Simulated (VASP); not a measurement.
Input of a VASP 6.6.1 run:

Contents of INCAR:

```
PREC = Accurate
ENCUT = 520
EDIFF = 1E-6
ISMEAR = 0
SIGMA = 0.1
LREAL = False
LASPH = True
NELM = 80
ALGO = Normal
ISIF = 2
LWAVE = False
LCHARG = False
GGA = PE
NBANDS = 42
```

KPOINTS

```
regular mesh
0
Gamma
  8 8 6
```

The input POSCAR:

```
Lu2SiBr2
1.0
    5.2376633661      0.0000000000      0.0000000000
    0.0000000000      5.2376633661      0.0000000000
    0.0000000000      0.0000000000      7.8599948578
Lu Si Br
2 1 2
Direct
    0.0000000000      0.5000000000      0.8326053190
    0.5000000000      0.0000000000      0.8326053190
    0.0000000000      0.0000000000      0.8292906475
    0.5000000000      0.5000000000      0.0466940292
    0.5000000000      0.5000000000      0.6190247655
```

Potentials or basis: VASP PAW PBE potentials, release 64 (Lu, Si, Br).

The run is started by

```bash
$ cat potpaw_PBE.64/Lu/POTCAR potpaw_PBE.64/Si/POTCAR potpaw_PBE.64/Br/POTCAR > POTCAR
$ mpirun -np 1 vasp_std > vasp.out
```

(1) Estimate the band gap on the k mesh.

(2) Predict the pressure.

Answers

(1) zero (bands 34 and 35 overlap by 0.02 eV).

(2) 0.1 GPa.

Caveat: semilocal functionals underestimate gaps, and a narrow one can read as zero; spin-orbit coupling is left out, which moves the levels of the heavy elements; this functional lacks dispersion, which binds layers or chains, so the pressure and a relaxed spacing across them are unreliable.
